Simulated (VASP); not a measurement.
# As (R-3m) in VASP: notebook, part 3 of 3

VASP 6.6.1.

### Step 5. Single point, PBE

Contents of INCAR:

```
PREC = Accurate
ENCUT = 520
EDIFF = 1E-7
ISMEAR = 1
SIGMA = 0.01
LREAL = False
LASPH = True
NELM = 100
ALGO = Normal
ISIF = 2
LWAVE = False
LCHARG = False
GGA = PE
NBANDS = 12
```

Contents of KPOINTS:

```
Automatic mesh
0
Gamma
  10 10 10
```

Contents of POSCAR:

```
As
1.0
    1.9036109523      1.0990502958      3.6081612956
   -1.9036109523      1.0990502958      3.6081612956
    0.0000000000     -2.1981005915      3.6081612956
As
2
Direct
    0.7737100447      0.7737100447      0.7737100447
    0.2262899553      0.2262899553      0.2262899553
```

Potentials or basis: VASP PAW PBE potentials, release 64 (As).

Launch:

```
cat potpaw_PBE.64/As/POTCAR > POTCAR
mpirun -np 1 vasp_std > vasp.out
```

OUTCAR:

```text
PREC = Accurate
   ENCUT = 520
   EDIFF = 1E-7
   ISMEAR = 1
   LREAL = False
   LASPH = True
   NELM = 100
   ISIF = 2
   GGA = PE

 ion  position               nearest neighbor table
   1  0.774  0.774  0.774-   2 2.55   2 2.55   2 2.55
   2  0.226  0.226  0.226-   1 2.55   1 2.55   1 2.55

  LATTYP: Found a trigonal (rhomboedric) cell.
 ALAT       =     4.2249821474
 COS(alpha) =     0.5939900948

  Lattice vectors:

 A1 = (   1.9036109523,   1.0990502958,   3.6081612956)
 A2 = (  -1.9036109523,   1.0990502958,   3.6081612956)
 A3 = (   0.0000000000,  -2.1981005915,   3.6081612956)

Analysis of symmetry for initial positions (statically):
=====================================================================
 Subroutine PRICEL returns:
 Original cell was already a primitive cell.

 Routine SETGRP: Setting up the symmetry group for a
 trigonal (rhombohedral) supercell.

 Subroutine GETGRP returns: Found 12 space group operations
 (whereof 12 operations were pure point group operations)
 out of a pool of 12 trial point group operations.

The static configuration has the point symmetry D_3d.

Analysis of symmetry for dynamics (positions and initial velocities):
=====================================================================
 Subroutine PRICEL returns:
 Original cell was already a primitive cell.

 Routine SETGRP: Setting up the symmetry group for a
 trigonal (rhombohedral) supercell.

 Subroutine GETGRP returns: Found 12 space group operations
 (whereof 12 operations were pure point group operations)
 out of a pool of 12 trial point group operations.

The dynamic configuration has the point symmetry D_3d.

 Subroutine INISYM returns: Found 12 space group operations
 (whereof 12 operations are pure point group operations),
 and found     1 'primitive' translations

----------------------------------------------------------------------------------------

                                     Primitive cell

  volume of cell :      45.2932

  direct lattice vectors                    reciprocal lattice vectors
     1.903610952  1.099050296  3.608161296     0.262658712  0.151646078  0.092383158
    -1.903610952  1.099050296  3.608161296    -0.262658712  0.151646078  0.092383158
     0.000000000 -2.198100591  3.608161296     0.000000000 -0.303292156  0.092383158

  length of vectors
     4.224982147  4.224982147  4.224982147     0.317050121  0.317050121  0.317050121

  position of ions in fractional coordinates (direct lattice)
     0.773710045  0.773710045  0.773710045
     0.226289955  0.226289955  0.226289955

  ion indices of the primitive-cell ions
   primitive index   ion index
                 1           1
                 2           2

----------------------------------------------------------------------------------------

 KPOINTS: Automatic mesh

Automatic generation of k-mesh.
 Grid dimensions read from file:
 generate k-points for:   10   10   10

 Generating k-lattice:

  Cartesian coordinates                     Fractional coordinates (reciprocal lattice)
     0.026265871  0.015164608  0.009238316     0.100000000  0.000000000  0.000000000
    -0.026265871  0.015164608  0.009238316     0.000000000  0.100000000  0.000000000
     0.000000000 -0.030329216  0.009238316    -0.000000000 -0.000000000  0.100000000

  Length of vectors
     0.031705012  0.031705012  0.031705012

  Shift w.r.t. Gamma in fractional coordinates (k-lattice)
     0.000000000  0.000000000  0.000000000

 Subroutine IBZKPT returns following result:
 ===========================================

 Found    116 irreducible k-points:

 Following reciprocal coordinates:
            Coordinates               Weight
  0.000000  0.000000  0.000000      1.000000
  0.100000  0.000000  0.000000      6.000000
  0.200000  0.000000  0.000000      6.000000
  0.300000 -0.000000 -0.000000      6.000000
  0.400000  0.000000  0.000000      6.000000
  0.500000  0.000000  0.000000      3.000000
[... 16 lines left out ...]
  0.300000  0.300000 -0.000000      6.000000
  0.400000  0.300000 -0.000000     12.000000
 [... further k-points ...]
   k-points           NKPTS =    116   k-points in BZ     NKDIM =    116   number of bands    NBANDS=     12
   number of dos      NEDOS =    301   number of ions     NIONS =      2
   total plane-waves  NPLWV =  32768
   dimension x,y,z NGX =    32 NGY =   32 NGZ =   32
   dimension x,y,z NGXF=    64 NGYF=   64 NGZF=   64
   ions per type =               2
   NGX,Y,Z   is equivalent  to a cutoff of  12.59, 12.59, 12.59 a.u.
   NGXF,Y,Z  is equivalent  to a cutoff of  25.18, 25.18, 25.18 a.u.
 SYSTEM =  unknown system
   PREC   = accura    normal or accurate (medium, high low for compatibility)
   ISTART =      0    job   : 0-new  1-cont  2-samecut
   ICHARG =      2    charge: 1-file 2-atom 10-const
   ISPIN  =      1    spin polarized calculation?
   LNONCOLLINEAR =      F non collinear calculations
   LSORBIT =      F    spin-orbit coupling
   LASPH  =      T    aspherical Exc in radial PAW
   ENCUT  =  520.0 eV  38.22 Ry    6.18 a.u.   7.86  7.86  7.86*2*pi/ulx,y,z
   NELM   =    100;   NELMIN=  2; NELMDL= -5     # of ELM steps
   EDIFF  = 0.1E-06   stopping-criterion for ELM
   LREAL  =      F    real-space projection
   EDIFFG = 0.1E-05   stopping-criterion for IOM
   NSW    =      0    number of steps for IOM
   IBRION =     -1    ionic relax: 0-MD 1-quasi-New 2-CG
   NFREE  =      0    steps in history (QN), initial steepest desc. (CG)
   ISIF   =      2    stress and relaxation
   ISYM   =      2    0-nonsym 1-usesym 2-fastsym
   POTIM  = 0.5000    time-step for ionic-motion
   TEBEG  =    0.0;   TEEND  =   0.0 temperature during run
   PSTRESS=    0.0 pullay stress
   NELECT =      10.0000    total number of electrons
   NUPDOWN=      -1.0000    fix difference up-down
   EMIN   =  10.00;   EMAX   =-10.00  energy-range for DOS
   EFERMI =   0.00;   METHOD = LEGACY
   ISMEAR =     1;   SIGMA  =   0.01  broadening in eV -4-tet -1-fermi 0-gaus
   EFERMI_NEDOS =   21; number of points for ismear=-14 and -15
   IALGO  =     38    algorithm
   IMIX   =      4    mixing-type and parameters
     AMIX     =   0.40;   BMIX     =  1.00
     AMIX_MAG =   1.60;   BMIX_MAG =  1.00
  volume/ion in A,a.u.               =      22.65       152.83
  Fermi-wavevector in a.u.,A,eV,Ry     =   0.989458  1.869804 13.320461  0.979026
  Thomas-Fermi vector in A             =   2.121058
   LORBIT       =      0    0 simple, 1 ext, 2 COOP (PROOUT), +10 PAW based schemes
   GGA     = PE    functional components
   LHFCALC =     F    Hartree Fock is set to
   AEXX    =    0.0000 exact exchange contribution
   IVDW    =     0    specifies the selected vdW correction
   LEPSILON=     F    determine dielectric tensor
   LRPA    =     F    only Hartree local field effects (RPA)
 non-spin polarized calculation
 Methfessel and Paxton  Order N= 1 SIGMA  =   0.01
  energy-cutoff  :      520.00
  volume of cell :       45.29
 maximum number of plane-waves:      1235
   NGX = 15   NGY = 15   NGZ = 15

 number of electron      10.0000000 magnetization

 number of electron       9.9999999 magnetization

 Free energy of the ion-electron system (eV)
  ---------------------------------------------------
  ext. energy  EPLUGINS =         0.00000000
  ---------------------------------------------------
  free energy    TOTEN  =        -9.34600729 eV

  energy without entropy =       -9.34600380  energy(sigma->0) =       -9.34600613

 E-fermi :   5.0210     XC(G=0):  -9.7429

 val. band max:        5.0202894216   @ k =   0.4000   0.3000   0.3000
 cond. band min:       5.0339088916   @ k =   0.4000   0.0000   0.0000
 fundamental gap:      0.0136194700
 Fermi energy:         5.0209960235

 k-point     1 :       0.0000    0.0000    0.0000
  band No.  band energies     occupation
      1      -9.7100      2.00000
      2      -1.1663      2.00000
      3       2.4847      2.00000
      4       3.0514      2.00000
      5       3.0514      2.00000
      6       6.5375      0.00000
      7       7.7368      0.00000
      8       7.7368      0.00000
      9      11.8814      0.00000
     10      11.8814      0.00000
     11      12.2474      0.00000
     12      13.6588      0.00000
[... 331 lines left out ...]
 k-point    24 :       0.4000    0.3000   -0.0000
  band No.  band energies     occupation
      1      -7.9060      2.00000
      2      -4.0638      2.00000
      3       0.0082      2.00000
      4       1.2130      2.00000
      5       1.9084      2.00000
      6       7.2252      0.00000
      7       9.0357      0.00000
      8       9.2321      0.00000
      9      10.5369      0.00000
     10      15.1986      0.00000
     11      15.3760      0.00000
     12      16.1521      0.00000

 [... further k-points ...]
[... 5 lines left out ...]
  --------------------------------------------------------------------------------------
  -------------------------------------------------------------------------------------
  Total        0.0979186      0.0979186      0.0179103      0.0000000      0.0000000      0.0000000
  in kB        3.4637196      3.4637196      0.6335488      0.0000000      0.0000000      0.0000000
  external PRESSURE =       2.5203293 kB  Pullay stress =       0.0000000 kB

 VOLUME and BASIS-vectors are now :
 -----------------------------------------------------------------------------
  energy-cutoff  :      520.00
  volume of cell :       45.29
      direct lattice vectors                 reciprocal lattice vectors
     1.903610952  1.099050296  3.608161296     0.262658712  0.151646078  0.092383158
    -1.903610952  1.099050296  3.608161296    -0.262658712  0.151646078  0.092383158
     0.000000000 -2.198100591  3.608161296     0.000000000 -0.303292156  0.092383158

 POSITION                                       TOTAL-FORCE (eV/Angst)
 -----------------------------------------------------------------------------------
      0.00000      0.00000      8.37501         0.000000     -0.000000     -0.046446
      0.00000      0.00000      2.44947         0.000000      0.000000      0.046446
 -----------------------------------------------------------------------------------
    total drift:                                0.000000     -0.000000      0.000000

  FREE ENERGIE OF THE ION-ELECTRON SYSTEM (eV)
  ---------------------------------------------------
  free  energy   TOTEN  =        -9.3460072945 eV

  energy  without entropy=       -9.3460037991  energy(sigma->0) =       -9.34600613
```

OSZICAR:

```text
N       E                     dE             d eps       ncg     rms          rms(c)
DAV:   1     0.285598416508E+02    0.28560E+02   -0.41022E+03  2784   0.685E+02
DAV:   2    -0.775402884548E+01   -0.36314E+02   -0.34810E+02  3804   0.111E+02
DAV:   3    -0.935116691750E+01   -0.15971E+01   -0.15872E+01  3532   0.236E+01
DAV:   4    -0.935921563705E+01   -0.80487E-02   -0.80480E-02  3152   0.193E+00
DAV:   5    -0.935923851396E+01   -0.22877E-04   -0.22877E-04  3548   0.110E-01    0.313E+00
DAV:   6    -0.935041615933E+01    0.88224E-02   -0.49364E-03  3132   0.442E-01    0.188E+00
DAV:   7    -0.934581214640E+01    0.46040E-02   -0.11421E-02  3236   0.685E-01    0.905E-02
DAV:   8    -0.934594797039E+01   -0.13582E-03   -0.38665E-04  3408   0.117E-01    0.358E-02
DAV:   9    -0.934600786013E+01   -0.59890E-04   -0.83967E-05  3236   0.568E-02    0.104E-02
DAV:  10    -0.934600712714E+01    0.73300E-06   -0.62761E-06  3360   0.142E-02    0.388E-03
DAV:  11    -0.934600721178E+01   -0.84641E-07   -0.11497E-06  3260   0.639E-03    0.135E-03
DAV:  12    -0.934600729448E+01   -0.82705E-07   -0.99116E-08  2400   0.182E-03
   1 F= -.93460073E+01 E0= -.93460061E+01  d E =-.349533E-05
```

It took 26 s on 1 thread of Intel Xeon Platinum 8488C (Sapphire Rapids), shared host; peak memory 0.2 GiB.

What came out:

```yaml
Free_energy: -9.3460 eV
Pressure: 0.3 GPa
Largest_force: 0.046 eV/Å
Band_gap_on_the_k_mesh: zero (band 5 reaches 5.04 eV, above the bottom of band 6 at 4.64 eV)
```

Forces in eV/Å, atoms in the order of the input:
```
As   0.000  0.000 -0.046
As   0.000  0.000  0.046
```

### Step 6. Single point, PBE

Contents of INCAR:

```
  ALGO = Normal
  EDIFF = 1E-6
  ENCUT = 520
  GGA = PE
  ISIF = 2
  ISMEAR = 1
  LASPH = T
  LCHARG = F
  LREAL = F
  LWAVE = F
  NBANDS = 12
  NELM = 60
  PREC = Accurate
  SIGMA = 0.03
```

Contents of KPOINTS:

```
k-points
0
Gamma
  10 10 10
```

POSCAR is that of step 5.

Potentials or basis: VASP PAW PBE potentials, release 64 (As).

Launch:

```
cat potpaw_PBE.64/As/POTCAR > POTCAR
mpirun -np 1 vasp_std > vasp.out
```

It took 22 s on 1 thread of Intel Xeon Platinum 8488C (Sapphire Rapids), shared host; peak memory 0.2 GiB.

The run converged. Its results:

```
Free energy            : -9.3460 eV
Pressure               : 0.3 GPa
Largest force          : 0.049 eV/Å
Band gap on the k mesh : zero (band 5 reaches 5.04 eV, above the bottom of band 6 at 4.64 eV)
```

Forces in eV/Å, atoms in the order of the input:
```
As   0.000  0.000 -0.049
As   0.000  0.000  0.049
```

Stress tensor (GPa, compression positive):
```
0.32 0.00 0.00
0.00 0.32 0.00
0.00 0.00 0.11
```

Levels at points of the mesh, in eV from the Fermi level:
```
           k point  band 1  band 2  band 3  band 4  band 5  band 6  band 7  band 8  band 9  band 10
(0.00, 0.00, 0.00)  -14.73   -6.18   -2.53   -1.96   -1.96    1.52    2.72    2.72    6.87     6.87
(0.50, 0.00, 0.00)  -12.15  -10.93   -2.85   -2.79   -0.54   -0.38    0.31    1.37    8.72     8.72
(0.50, 0.50, 0.00)  -12.14   -9.71   -5.78   -4.08   -3.95    1.52    5.04    6.55    6.69    10.35
(0.50, 0.50, 0.50)  -13.58   -9.85   -1.72   -1.72   -0.72    0.80    0.80    1.63    7.81    10.14
```

### Step 7. The runs side by side

| smearing | gap on the mesh (eV) | pressure (GPa) | largest force (eV/Å) |
| --- | --- | --- | --- |
| methfessel-paxton 0.3 eV | none | 0.3 | 0.05 |
| methfessel-paxton 0.6 eV | none | 0.2 | 0.03 |
| methfessel-paxton 1 eV | none | 0.1 | 0.05 |
| methfessel-paxton 0.01 eV | none | 0.3 | 0.05 |
| methfessel-paxton 0.03 eV | none | 0.3 | 0.05 |

Alike in all rows: task single point; level PBE; potentials or basis VASP PAW PBE potentials, release 64 (As); no spin polarisation; cell as given; k mesh 10 × 10 × 10; cutoff (eV) 520.

Every run on the cell as given and a fine mesh finds a metal.

Total energies depend on the potentials used, so only differences within one code and one set of settings carry meaning.
